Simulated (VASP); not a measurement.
# KBr (Fm-3m) in VASP: G0W0 quasiparticle levels with PBE

Aim: the G0W0 quasiparticle levels of KBr with PBE.

Everything below comes from runs of VASP 6.6.1. Logs are shortened: lines on timing, memory, paths and dates and some standing lists are left out, and cuts for length are marked.

**1. The cell of the first run**

Symmetry: Fm-3m, No. 225, cubic system. Conventional cell: a = 6.605 Å, b = 6.605 Å, c = 6.605 Å, α = 90.00°, β = 90.00°, γ = 90.00°. K (site symmetry m-3m) has 6 Br at 3.30 Å within 4.3 Å. Within 4.3 Å of Br (site symmetry m-3m) lie 6 K at 3.30 Å.

**2. G0W0 quasiparticle levels, PBE**

POSCAR reads:

```
KBr
1.0
    0.0000000000      3.3024387157      3.3024387157
    3.3024387157      0.0000000000      3.3024387157
    3.3024387157      3.3024387157      0.0000000000
K Br
1 1
Direct
    0.0000000000      0.0000000000      0.0000000000
    0.5000000000      0.5000000000      0.5000000000
```

INCAR.step1 reads:

```
PREC = Accurate
ENCUT = 500
EDIFF = 1E-8
ISMEAR = 0
SIGMA = 0.01
LREAL = False
LASPH = True
NELM = 100
ALGO = Normal
LWAVE = True
LCHARG = False
GGA = PE
```

INCAR.step2 reads:

```
PREC = Accurate
ENCUT = 500
EDIFF = 1E-8
ISMEAR = 0
SIGMA = 0.01
LREAL = False
LASPH = True
NELM = 1
ALGO = Exact
LWAVE = True
LCHARG = False
GGA = PE
NBANDS = 403
LOPTICS = True
ISTART = 1
```

INCAR.step3 reads:

```
PREC = Accurate
ENCUT = 500
EDIFF = 1E-8
ISMEAR = 0
SIGMA = 0.01
LREAL = False
LASPH = True
ALGO = EVGW0
LWAVE = False
LCHARG = False
GGA = PE
NELMGW = 1
NBANDS = 403
ENCUTGW = 180.0
NOMEGA = 96
PRECFOCK = Fast
ISTART = 1
NBANDSGW = 16
OMEGAMAX = 20
```

KPOINTS reads:

```
regular mesh
0
Gamma
  4 4 4
```

Potentials or basis: VASP PAW PBE potentials, release 64 (K_sv_GW, Br_GW).

Started as:

```console
$ cat potpaw_PBE.64/K_sv_GW/POTCAR potpaw_PBE.64/Br_GW/POTCAR > POTCAR
$ cp INCAR.step1 INCAR
$ mpirun -np 1 vasp_std > vasp.out
$ cp INCAR.step2 INCAR
$ mpirun -np 1 vasp_std > vasp.out
$ cp INCAR.step3 INCAR
$ mpirun -np 1 vasp_std > vasp.out
```

OUTCAR:

```text
PREC = Accurate
   ENCUT = 500
   EDIFF = 1E-8
   ISMEAR = 0
   LREAL = False
   LASPH = True
   GGA = PE
   NELMGW = 1
   ENCUTGW = 180.0
   PRECFOCK = Fast
   ISTART = 1

 ion  position               nearest neighbor table
   1  0.000  0.000  0.000-
   2  0.500  0.500  0.500-

  LATTYP: Found a face centered cubic cell.
 ALAT       =     6.6048774314

  Lattice vectors:

 A1 = (   0.0000000000,   3.3024387157,   3.3024387157)
 A2 = (   3.3024387157,   0.0000000000,   3.3024387157)
 A3 = (   3.3024387157,   3.3024387157,   0.0000000000)

Analysis of symmetry for initial positions (statically):
=====================================================================
 Subroutine PRICEL returns:
 Original cell was already a primitive cell.

 Routine SETGRP: Setting up the symmetry group for a
 face centered cubic supercell.

 Subroutine GETGRP returns: Found 48 space group operations
 (whereof 48 operations were pure point group operations)
 out of a pool of 48 trial point group operations.

The static configuration has the point symmetry O_h .

Analysis of symmetry for dynamics (positions and initial velocities):
=====================================================================
 Subroutine PRICEL returns:
 Original cell was already a primitive cell.

 Routine SETGRP: Setting up the symmetry group for a
 face centered cubic supercell.

 Subroutine GETGRP returns: Found 48 space group operations
 (whereof 48 operations were pure point group operations)
 out of a pool of 48 trial point group operations.

The dynamic configuration has the point symmetry O_h .

 Subroutine INISYM returns: Found 48 space group operations
 (whereof 48 operations are pure point group operations),
 and found     1 'primitive' translations

----------------------------------------------------------------------------------------

                                     Primitive cell

  volume of cell :      72.0335

  direct lattice vectors                    reciprocal lattice vectors
     0.000000000  3.302438716  3.302438716    -0.151403264  0.151403264  0.151403264
     3.302438716  0.000000000  3.302438716     0.151403264 -0.151403264  0.151403264
[... 46 lines left out ...]
  0.500000  0.250000  0.000000     24.000000
 -0.250000  0.250000  0.000000     12.000000
  0.500000  0.500000  0.000000      3.000000
 -0.250000  0.500000  0.250000      6.000000
   k-points           NKPTS =      8   k-points in BZ     NKDIM =     64   number of bands    NBANDS=    403
   number of dos      NEDOS =    301   number of ions     NIONS =      2
   total plane-waves  NPLWV =  46656
   dimension x,y,z NGX =    36 NGY =   36 NGZ =   36
   dimension x,y,z NGXF=    72 NGYF=   72 NGZF=   72
   ions per type =               1   1
   NGX,Y,Z   is equivalent  to a cutoff of  12.81, 12.81, 12.81 a.u.
   NGXF,Y,Z  is equivalent  to a cutoff of  25.63, 25.63, 25.63 a.u.
 SYSTEM =  unknown system
   PREC   = accura    normal or accurate (medium, high low for compatibility)
   ISTART =      1    job   : 0-new  1-cont  2-samecut
   ICHARG =      0    charge: 1-file 2-atom 10-const
   ISPIN  =      1    spin polarized calculation?
   LNONCOLLINEAR =      F non collinear calculations
   LSORBIT =      F    spin-orbit coupling
   LASPH  =      T    aspherical Exc in radial PAW
   ENCUT  =  500.0 eV  36.75 Ry    6.06 a.u.   8.52  8.52  8.52*2*pi/ulx,y,z
   NELM   =     60;   NELMIN=  2; NELMDL=  0     # of ELM steps
   EDIFF  = 0.1E-07   stopping-criterion for ELM
   LREAL  =      F    real-space projection
   EDIFFG = 0.1E-06   stopping-criterion for IOM
   NSW    =      0    number of steps for IOM
   IBRION =     -1    ionic relax: 0-MD 1-quasi-New 2-CG
   NFREE  =      0    steps in history (QN), initial steepest desc. (CG)
   ISIF   =      0    stress and relaxation
   ISYM   =      3    0-nonsym 1-usesym 2-fastsym
   POTIM  = 0.5000    time-step for ionic-motion
   TEBEG  =    0.0;   TEEND  =   0.0 temperature during run
   PSTRESS=    0.0 pullay stress
   NELECT =      16.0000    total number of electrons
   NUPDOWN=      -1.0000    fix difference up-down
   EMIN   =  10.00;   EMAX   =-10.00  energy-range for DOS
   EFERMI =   0.00;   METHOD = LEGACY
   ISMEAR =     0;   SIGMA  =   0.01  broadening in eV -4-tet -1-fermi 0-gaus
   EFERMI_NEDOS =   21; number of points for ismear=-14 and -15
   IALGO  =     38    algorithm
   IMIX   =      4    mixing-type and parameters
     AMIX     =   0.40;   BMIX     =  1.00
     AMIX_MAG =   1.60;   BMIX_MAG =  1.00
  volume/ion in A,a.u.               =      36.02       243.05
  Fermi-wavevector in a.u.,A,eV,Ry     =   0.991448  1.873566 13.374114  0.982970
  Thomas-Fermi vector in A             =   2.123190
   LORBIT       =      0    0 simple, 1 ext, 2 COOP (PROOUT), +10 PAW based schemes
   GGA     = PE    functional components
   LHFCALC =     T    Hartree Fock is set to
   PRECFOCK=fast      Normal, Fast or Accurate (Low or Medium for compatibility)
   ENCUT4O =  -1.0   cutoff for four orbital integrals eV
   NKREDX  =     1    reduce k-point grid by
   NKREDY  =     1    reduce k-point grid by
   NKREDZ  =     1    reduce k-point grid by
   AEXX    =    1.0000 exact exchange contribution
   HFSCREEN=    0.0000 screening length (either q_TF or 0.3 A-1)
   HFSCREENC=   0.0000 screening length for correlation (either q_TF or 0.3 A-1)
   ENCUTFOCK=  -1.0 apply spherical cutoff to Coloumb kernel
   IVDW    =     0    specifies the selected vdW correction
   LEPSILON=     F    determine dielectric tensor
   LRPA    =     F    only Hartree local field effects (RPA)
   LRPAFORCE           =     F    calculate RPA forces
   ENCUTGW             = 180.0    cutoff for response function in eV
   ENCUTGWSOFT         = 144.0    soft cutoff for Coulomb kernel in GW response function in eV
   ENCUTLF             =  -1.0    cutoff for local field effects
   NELMGW              =     1    number of iterations in solving QP/BSE equation
   NELMHF              =     1    number of iterations in the inner HF iteration
   NKREDLFX            =     1    NKREDLFY  =   1   NKREDLFZ  =   1
 non-spin polarized calculation
 Gauss-broadening in eV      SIGMA  =   0.01
  energy-cutoff  :      500.00
  volume of cell :       72.03
 maximum number of plane-waves:      1850
 NGX is ok and might be reduce to    36
  NGX = 20; NGY = 20; NGZ = 20
   NGX = 17   NGY = 17   NGZ = 17
 maximum number of plane-waves:       411

 QP shifts <psi_nk| G(iteration)W_0 |psi_nk>: iteration 1
 for sc-GW calculations column KS-energies equals QP-energies in previous step
 and V_xc(KS)=  KS-energies - (<T + V_ion + V_H > + <T+V_H+V_ion>^1  + <V_x>^1)

 k-point   1 :       0.0000    0.0000    0.0000
  band No.  KS-energies  QP-energies   sigma(KS)   V_xc(KS)     V^pw_x(r,r')   Z            occupation Imag(sigma)

      1     -28.3897     -30.2182     -21.5576     -18.5208     -30.7420       0.6021       2.0000       0.4148
      2     -12.9001     -14.8089     -16.4450     -13.9540     -22.1666       0.7663       2.0000       1.2358
      3     -11.8667     -15.0567     -21.7834     -17.8071     -24.6577       0.8023       2.0000       0.0600
      4     -11.8667     -15.0567     -21.7834     -17.8071     -24.6577       0.8023       2.0000       0.0600
      5     -11.8667     -15.0567     -21.7834     -17.8071     -24.6577       0.8023       2.0000       0.0600
      6      -0.6106      -2.7052     -15.2460     -12.6317     -16.5267       0.8012       2.0000       0.0259
[... 135 lines left out ...]
      2     -12.8992     -14.9262     -16.9243     -14.2729     -22.3786       0.7645       2.0000       1.1311
      3     -11.9291     -15.1137     -21.6463     -17.6557     -24.5279       0.7980       2.0000       0.0680
      4     -11.9291     -15.1137     -21.6463     -17.6557     -24.5279       0.7980       2.0000       0.0680
      5     -11.7715     -14.8226     -21.4086     -17.6135     -24.4947       0.8040       2.0000       0.1550
      6      -1.1961      -3.3459     -14.6404     -11.9222     -16.0274       0.7909       2.0000       0.0296
[... 8 lines left out ...]
     15      10.3426      12.6739      -9.6074     -12.5124      -5.8021       0.8025       0.0000      -0.0828
     16      11.0533      12.6071      -7.9662      -9.9067      -4.1441       0.8007       0.0000      -0.1012
```

OUTCAR.step1:

```text
PREC = Accurate
   ENCUT = 500
   EDIFF = 1E-8
   ISMEAR = 0
   LREAL = False
[... 323 lines left out ...]
      0.00000      0.00000      0.00000         0.000000      0.000000      0.000000
      3.30244      3.30244      3.30244        -0.000000     -0.000000     -0.000000
 -----------------------------------------------------------------------------------
    total drift:                                0.000000      0.000000      0.000000

  FREE ENERGIE OF THE ION-ELECTRON SYSTEM (eV)
  ---------------------------------------------------
  free  energy   TOTEN  =        -8.6850062887 eV

  energy  without entropy=       -8.6850062887  energy(sigma->0) =       -8.68500629
```

Wall time 27 min (1 thread of AMD EPYC 9R14 (Zen 4), shared host); peak memory 1.4 GiB.

Results:

```yaml
Quasiparticle_gap: 7.09 eV
Least_direct_quasiparticle_gap: 7.09 eV
Band_gap_of_the_starting_levels_on_the_mesh: 4.42 eV
Least_direct_gap_of_the_starting_levels_on_the_mesh: 4.42 eV
```

Caveat: the k points lie up to 0.41 Å⁻¹ apart; bands, screening cutoff and mesh are small and nothing is extrapolated, so the quasiparticle values aren't converged.
